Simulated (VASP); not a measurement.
Li, 2 atoms in the cell. Symmetry: I4/mmm, No. 139, tetragonal system. Conventional cell: a = 3.432 Å, b = 3.432 Å, c = 3.501 Å, α = 90.00°, β = 90.00°, γ = 90.00°. Li (site symmetry 4/mmm) has 14 Li at 2.99 to 3.50 Å within 3.9 Å.  This cell differs from its parent crystal: strain along c alone, the other axes held: +2.0 %.

```yaml
Program: VASP 6.6.1
Task: single point
Functional: PBE
Potentials_or_basis: VASP PAW PBE potentials, release 64 (Li_sv)
Cutoff: 520 eV
k_mesh: 16 × 16 × 16
Occupations: gaussian, width 0.1 eV
Spin: no spin polarisation
Dipole_correction: no
Further_INCAR_settings: ALGO = Fast; EDIFF = 1e-06; NBANDS = 10
```

Potentials or basis: VASP PAW PBE potentials, release 64 (Li_sv).

Run with:

```console
$ cat potpaw_PBE.64/Li_sv/POTCAR > POTCAR
$ mpirun -np 1 vasp_std > vasp.out
```

Hardware: 1 thread of Intel(R) Xeon(R) 6975P-C (Granite Rapids), with other jobs on the host.

Problem. How long does it take, and how much memory?

Solution. Wall time 63 s on 1 thread of Intel(R) Xeon(R) 6975P-C (Granite Rapids) (shared host), peak memory 0.23 GiB. Counts: scf iterations 12, k points 405.
